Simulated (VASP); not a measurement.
# CdF2 (Fm-3m) in VASP: a series of runs

The runs below take CdF2 through single point, relaxation of cell and atoms, with PBE.

All numbers are computed with VASP 6.6.1; they aren't measurements. Logs are shortened: lines on timing, memory, paths and dates and some standing lists are left out, and cuts for length are marked.

### 1 The cell of the first run

It takes space group Fm-3m (No. 225, cubic). The conventional cell has a = 5.325 Å, b = 5.325 Å, c = 5.325 Å, α = 90.00°, β = 90.00°, γ = 90.00°. Cd (site symmetry m-3m) has 8 F at 2.31 Å within 3.0 Å. Within 3.0 Å of F (site symmetry -43m) lie 4 Cd at 2.31 Å and 6 F at 2.66 Å.

### 2 Single point, PBE

The input, INCAR:

```
SYSTEM = CdF2
PREC = Accurate ; ENCUT = 520
EDIFF = 1E-6 ; ISMEAR = -1
SIGMA = 0.05 ; LREAL = .False.
LASPH = .True. ; NELM = 100
ALGO = Normal ; ISIF = 2
LWAVE = .False. ; LCHARG = .False.
GGA = PE ; NBANDS = 20
```

The input, KPOINTS:

```
Automatic mesh
0
Gamma
  9 9 9
  0 0 0
```

The input, POSCAR:

```
CdF2
1.0
    0.0000000000      2.6625642177      2.6625642177
    2.6625642177      0.0000000000      2.6625642177
    2.6625642177      2.6625642177      0.0000000000
Cd F
1 2
Direct
    0.0000000000      0.0000000000      0.0000000000
    0.7500000000      0.7500000000      0.7500000000
    0.2500000000      0.2500000000      0.2500000000
```

Potentials or basis: VASP PAW PBE potentials, release 64 (Cd, F).

Run with:

```sh
> cat potpaw_PBE.64/Cd/POTCAR potpaw_PBE.64/F/POTCAR > POTCAR
> mpirun -np 1 vasp_std > vasp.out
```

OUTCAR:

```text
SYSTEM = CdF2
   PREC = Accurate
   ENCUT = 520
   EDIFF = 1E-6
   ISMEAR = -1
   LREAL = .False.
   LASPH = .True.
   NELM = 100
   ISIF = 2
   GGA = PE

 ion  position               nearest neighbor table
   1  0.000  0.000  0.000-   2 2.31   2 2.31   2 2.31   2 2.31   3 2.31   3 2.31   3 2.31   3 2.31

   2  0.750  0.750  0.750-   1 2.31   1 2.31   1 2.31   1 2.31
   3  0.250  0.250  0.250-   1 2.31   1 2.31   1 2.31   1 2.31

  LATTYP: Found a face centered cubic cell.
 ALAT       =     5.3251284354

  Lattice vectors:

 A1 = (   0.0000000000,   2.6625642177,   2.6625642177)
 A2 = (   2.6625642177,   0.0000000000,   2.6625642177)
 A3 = (   2.6625642177,   2.6625642177,   0.0000000000)

Analysis of symmetry for initial positions (statically):
=====================================================================
 Subroutine PRICEL returns:
 Original cell was already a primitive cell.

 Routine SETGRP: Setting up the symmetry group for a
 face centered cubic supercell.

 Subroutine GETGRP returns: Found 48 space group operations
[... 9 lines left out ...]

 Routine SETGRP: Setting up the symmetry group for a
 face centered cubic supercell.

 Subroutine GETGRP returns: Found 48 space group operations
[... 11 lines left out ...]
                                     Primitive cell

  volume of cell :      37.7512

  direct lattice vectors                    reciprocal lattice vectors
     0.000000000  2.662564218  2.662564218    -0.187788898  0.187788898  0.187788898
     2.662564218  0.000000000  2.662564218     0.187788898 -0.187788898  0.187788898
     2.662564218  2.662564218  0.000000000     0.187788898  0.187788898 -0.187788898

  length of vectors
     3.765434427  3.765434427  3.765434427     0.325259912  0.325259912  0.325259912

  position of ions in fractional coordinates (direct lattice)
     0.000000000  0.000000000  0.000000000
     0.750000000  0.750000000  0.750000000
     0.250000000  0.250000000  0.250000000

  ion indices of the primitive-cell ions
   primitive index   ion index
                 1           1
                 2           2
                 3           3

----------------------------------------------------------------------------------------

 KPOINTS: Automatic mesh

Automatic generation of k-mesh.
 Grid dimensions read from file:
 generate k-points for:    9    9    9

 Generating k-lattice:

  Cartesian coordinates                     Fractional coordinates (reciprocal lattice)
    -0.020865433  0.020865433  0.020865433     0.111111111  0.000000000  0.000000000
     0.020865433 -0.020865433  0.020865433     0.000000000  0.111111111  0.000000000
     0.020865433  0.020865433 -0.020865433     0.000000000  0.000000000  0.111111111

  Length of vectors
     0.036139990  0.036139990  0.036139990

  Shift w.r.t. Gamma in fractional coordinates (k-lattice)
     0.000000000  0.000000000  0.000000000

 Subroutine IBZKPT returns following result:
 ===========================================

 Found     35 irreducible k-points:

 Following reciprocal coordinates:
            Coordinates               Weight
  0.000000  0.000000  0.000000      1.000000
  0.111111  0.000000  0.000000      8.000000
  0.222222  0.000000  0.000000      8.000000
  0.333333  0.000000  0.000000      8.000000
  0.444444  0.000000  0.000000      8.000000
  0.111111  0.111111  0.000000      6.000000
[... 16 lines left out ...]
 -0.333333  0.333333  0.000000     12.000000
  0.444444  0.444444  0.000000      6.000000
 [... further k-points ...]
   k-points           NKPTS =     35   k-points in BZ     NKDIM =     35   number of bands    NBANDS=     20
   number of dos      NEDOS =    301   number of ions     NIONS =      3
   total plane-waves  NPLWV =  21952
   dimension x,y,z NGX =    28 NGY =   28 NGZ =   28
   dimension x,y,z NGXF=    56 NGYF=   56 NGZF=   56
   ions per type =               1   2
   NGX,Y,Z   is equivalent  to a cutoff of  12.36, 12.36, 12.36 a.u.
   NGXF,Y,Z  is equivalent  to a cutoff of  24.72, 24.72, 24.72 a.u.
 SYSTEM =  CdF2
   PREC   = accura    normal or accurate (medium, high low for compatibility)
   ISTART =      0    job   : 0-new  1-cont  2-samecut
   ICHARG =      2    charge: 1-file 2-atom 10-const
   ISPIN  =      1    spin polarized calculation?
   LNONCOLLINEAR =      F non collinear calculations
   LSORBIT =      F    spin-orbit coupling
   LASPH  =      T    aspherical Exc in radial PAW
   ENCUT  =  520.0 eV  38.22 Ry    6.18 a.u.   7.00  7.00  7.00*2*pi/ulx,y,z
   NELM   =    100;   NELMIN=  2; NELMDL= -5     # of ELM steps
   EDIFF  = 0.1E-05   stopping-criterion for ELM
   LREAL  =      F    real-space projection
   EDIFFG = 0.1E-04   stopping-criterion for IOM
   NSW    =      0    number of steps for IOM
   IBRION =     -1    ionic relax: 0-MD 1-quasi-New 2-CG
   NFREE  =      0    steps in history (QN), initial steepest desc. (CG)
   ISIF   =      2    stress and relaxation
   ISYM   =      2    0-nonsym 1-usesym 2-fastsym
   POTIM  = 0.5000    time-step for ionic-motion
   TEBEG  =    0.0;   TEEND  =   0.0 temperature during run
   PSTRESS=    0.0 pullay stress
   NELECT =      26.0000    total number of electrons
   NUPDOWN=      -1.0000    fix difference up-down
   EMIN   =  10.00;   EMAX   =-10.00  energy-range for DOS
   EFERMI =   0.00;   METHOD = LEGACY
   ISMEAR =    -1;   SIGMA  =   0.05  broadening in eV -4-tet -1-fermi 0-gaus
   EFERMI_NEDOS =   21; number of points for ismear=-14 and -15
   IALGO  =     38    algorithm
   IMIX   =      4    mixing-type and parameters
     AMIX     =   0.40;   BMIX     =  1.00
     AMIX_MAG =   1.60;   BMIX_MAG =  1.00
  volume/ion in A,a.u.               =      12.58        84.92
  Fermi-wavevector in a.u.,A,eV,Ry     =   1.445737  2.732046 28.438278  2.090154
  Thomas-Fermi vector in A             =   2.563885
   LORBIT       =      0    0 simple, 1 ext, 2 COOP (PROOUT), +10 PAW based schemes
   GGA     = PE    functional components
   LHFCALC =     F    Hartree Fock is set to
   AEXX    =    0.0000 exact exchange contribution
   IVDW    =     0    specifies the selected vdW correction
   LEPSILON=     F    determine dielectric tensor
   LRPA    =     F    only Hartree local field effects (RPA)
 non-spin polarized calculation
  energy-cutoff  :      520.00
  volume of cell :       37.75
 maximum number of plane-waves:      1026
   NGX = 13   NGY = 13   NGZ = 13

 number of electron      26.0000014 magnetization

 Free energy of the ion-electron system (eV)
  ---------------------------------------------------
  ext. energy  EPLUGINS =         0.00000000
  ---------------------------------------------------
  free energy    TOTEN  =       -10.78476953 eV

  energy without entropy =      -10.78476953  energy(sigma->0) =      -10.78476953

 E-fermi :   0.1565     XC(G=0): -10.6053

 val. band max:       -1.0658287764   @ k =  -0.3333   0.4444   0.2222
 cond. band min:       2.1568240257   @ k =   0.0000   0.0000   0.0000
 fundamental gap:      3.2226528021
 Fermi energy:         0.1564668267

 k-point     1 :       0.0000    0.0000    0.0000
  band No.  band energies     occupation
      1     -22.0467      2.00000
      2     -20.8375      2.00000
      3      -6.7733      2.00000
      4      -6.7733      2.00000
      5      -6.7733      2.00000
      6      -5.4049      2.00000
[... 12 lines left out ...]
     19      19.1154      0.00000
     20      19.1154      0.00000

 k-point     2 :       0.1111    0.0000    0.0000
  band No.  band energies     occupation
      1     -22.0037      2.00000
      2     -20.8775      2.00000
      3      -6.7218      2.00000
      4      -6.7218      2.00000
      5      -6.6296      2.00000
      6      -5.4227      2.00000
[... 12 lines left out ...]
     19      18.7942      0.00000
     20      18.7942      0.00000

 k-point     3 :       0.2222    0.0000    0.0000
  band No.  band energies     occupation
      1     -21.8842      2.00000
      2     -20.9852      2.00000
      3      -6.5945      2.00000
      4      -6.5945      2.00000
      5      -6.2320      2.00000
      6      -5.4468      2.00000
[... 12 lines left out ...]
     19      18.2001      0.00000
     20      18.8782      0.00000

 k-point     4 :       0.3333    0.0000    0.0000
  band No.  band energies     occupation
      1     -21.7142      2.00000
      2     -21.1385      2.00000
      3      -6.4665      2.00000
      4      -6.4665      2.00000
      5      -5.6829      2.00000
      6      -5.4163      2.00000
[... 12 lines left out ...]
     19      17.7068      0.00000
     20      18.6367      0.00000

 k-point     5 :       0.4444    0.0000    0.0000
  band No.  band energies     occupation
      1     -21.5263      2.00000
      2     -21.3142      2.00000
      3      -6.4025      2.00000
      4      -6.4025      2.00000
      5      -5.3420      2.00000
      6      -5.3420      2.00000
[... 12 lines left out ...]
     19      17.4338      0.00000
     20      18.1165      0.00000

 k-point     6 :       0.1111    0.1111    0.0000
  band No.  band energies     occupation
      1     -21.9901      2.00000
      2     -20.8896      2.00000
      3      -6.6996      2.00000
      4      -6.6996      2.00000
      5      -6.5882      2.00000
      6      -5.4798      2.00000
[... 12 lines left out ...]
     19      18.7369      0.00000
     20      19.2286      0.00000

 k-point     7 :       0.2222    0.1111    0.0000
  band No.  band energies     occupation
      1     -21.8989      2.00000
      2     -20.9701      2.00000
      3      -6.5885      2.00000
      4      -6.5870      2.00000
      5      -6.2853      2.00000
      6      -5.5637      2.00000
[... 12 lines left out ...]
     19      19.0314      0.00000
     20      19.8072      0.00000
[... 277 lines left out ...]
 k-point    20 :       0.3333    0.3333    0.0000
  band No.  band energies     occupation
      1     -21.6686      2.00000
      2     -21.1514      2.00000
      3      -6.1896      2.00000
      4      -6.1323      2.00000
      5      -6.1323      2.00000
      6      -5.5322      2.00000
[... 12 lines left out ...]
     19      19.7028      0.00000
     20      20.0532      0.00000

 k-point    21 :       0.4444    0.3333    0.0000
  band No.  band energies     occupation
      1     -21.5789      2.00000
      2     -21.2230      2.00000
      3      -6.3618      2.00000
      4      -5.9654      2.00000
      5      -5.8954      2.00000
      6      -5.3070      2.00000
[... 12 lines left out ...]
     19      19.5455      0.00000
     20      20.1453      0.00000

 k-point    22 :      -0.4444    0.3333    0.0000
  band No.  band energies     occupation
      1     -21.4828      2.00000
      2     -21.3109      2.00000
      3      -6.3620      2.00000
      4      -5.8875      2.00000
      5      -5.6423      2.00000
      6      -5.4166      2.00000
[... 12 lines left out ...]
     19      19.8787      0.00000
     20      20.1306      0.00000

 k-point    23 :      -0.3333    0.3333    0.0000
  band No.  band energies     occupation
      1     -21.4121      2.00000
      2     -21.3889      2.00000
      3      -6.2983      2.00000
      4      -5.9429      2.00000
      5      -5.5675      2.00000
      6      -5.4236      2.00000
[... 12 lines left out ...]
     19      18.6905      0.00000
     20      21.0295      0.00000

 k-point    24 :       0.4444    0.4444    0.0000
  band No.  band energies     occupation
      1     -21.5493      2.00000
      2     -21.2381      2.00000
      3      -6.5424      2.00000
      4      -5.7701      2.00000
      5      -5.7701      2.00000
      6      -5.2803      2.00000
[... 12 lines left out ...]
     19      18.8875      0.00000
     20      20.4982      0.00000

 [... further k-points ...]
[... 5 lines left out ...]
  --------------------------------------------------------------------------------------
  -------------------------------------------------------------------------------------
  Total        2.5735441      2.5735441      2.5735441      0.0000000      0.0000000      0.0000000
  in kB      109.2224527    109.2224527    109.2224527      0.0000000      0.0000000      0.0000000
  external PRESSURE =     109.2224527 kB  Pullay stress =       0.0000000 kB

 VOLUME and BASIS-vectors are now :
 -----------------------------------------------------------------------------
  energy-cutoff  :      520.00
  volume of cell :       37.75
      direct lattice vectors                 reciprocal lattice vectors
     0.000000000  2.662564218  2.662564218    -0.187788898  0.187788898  0.187788898
     2.662564218  0.000000000  2.662564218     0.187788898 -0.187788898  0.187788898
     2.662564218  2.662564218  0.000000000     0.187788898  0.187788898 -0.187788898

 POSITION                                       TOTAL-FORCE (eV/Angst)
 -----------------------------------------------------------------------------------
      0.00000      0.00000      0.00000        -0.000000     -0.000000     -0.000000
      3.99385      3.99385      3.99385        -0.000000     -0.000000     -0.000000
      1.33128      1.33128      1.33128         0.000000      0.000000      0.000000
 -----------------------------------------------------------------------------------
    total drift:                                0.000000      0.000000      0.000000

  FREE ENERGIE OF THE ION-ELECTRON SYSTEM (eV)
  ---------------------------------------------------
  free  energy   TOTEN  =       -10.7847695302 eV

  energy  without entropy=      -10.7847695302  energy(sigma->0) =      -10.78476953
```

It took 12 s on 1 thread of Intel Xeon 6975P-C (Granite Rapids), shared host; peak memory 0.16 GiB.

What came out:

| Quantity | Value |
| --- | --- |
| Free energy | -10.7848 eV |
| Pressure | 10.9 GPa |
| Band gap on the k mesh | 3.22 eV, indirect (least direct gap 3.65 eV) |

Levels at points of the mesh, in eV from the valence-band top:
```tsv
k point	band 10	band 11	band 12	band 13	band 14	band 15	band 16	band 17
(0.00, 0.00, 0.00)	-1.03	-0.42	-0.42	-0.42	3.22	12.90	12.90	12.90
```

### 3 Single point, PBE

This run uses another cell than the first one, of 13.09 Å³/atom, 1.040 times its volume.

The input, INCAR:

```
  PREC = Accurate
  ENCUT = 520
  EDIFF = 1E-6
  ISMEAR = -1
  SIGMA = 0.05
  LREAL = F
  LASPH = T
  NELM = 60
  ALGO = Normal
  ISIF = 2
  LWAVE = F
  LCHARG = T
  GGA = PE
  LELF = T
  LVHAR = T
  NBANDS = 20
```

The input, KPOINTS:

```
regular mesh
0
Gamma
  9 9 9
```

The input, POSCAR:

```
CdF2
1.0
    0.0000000000      2.6975017773      2.6975017773
    2.6975017773      0.0000000000      2.6975017773
    2.6975017773      2.6975017773      0.0000000000
Cd F
1 2
Direct
    0.0000000000      0.0000000000      0.0000000000
    0.7500000000      0.7500000000      0.7500000000
    0.2500000000      0.2500000000      0.2500000000
```

Potentials or basis: VASP PAW PBE potentials, release 64 (Cd, F).

Run with:

```sh
> cat potpaw_PBE.64/Cd/POTCAR potpaw_PBE.64/F/POTCAR > POTCAR
> mpirun -np 1 vasp_std > vasp.out
```

Wall time 13 s (1 thread of Intel Xeon 6975P-C (Granite Rapids), shared host); peak memory 0.16 GiB.

The run converged. Its results:

```yaml
Free_energy: -10.8654 eV
Pressure: 5.7 GPa
Band_gap_on_the_k_mesh: 3.08 eV, indirect (least direct gap 3.56 eV)
```

Levels at points of the mesh, in eV from the valence-band top:
| k point | band 11 | band 12 | band 13 | band 14 | band 15 | band 16 |
| --- | --- | --- | --- | --- | --- | --- |
| (0.00, 0.00, 0.00) | -0.48 | -0.48 | -0.48 | 3.08 | 12.71 | 12.71 |

[end of part 1 of 2]
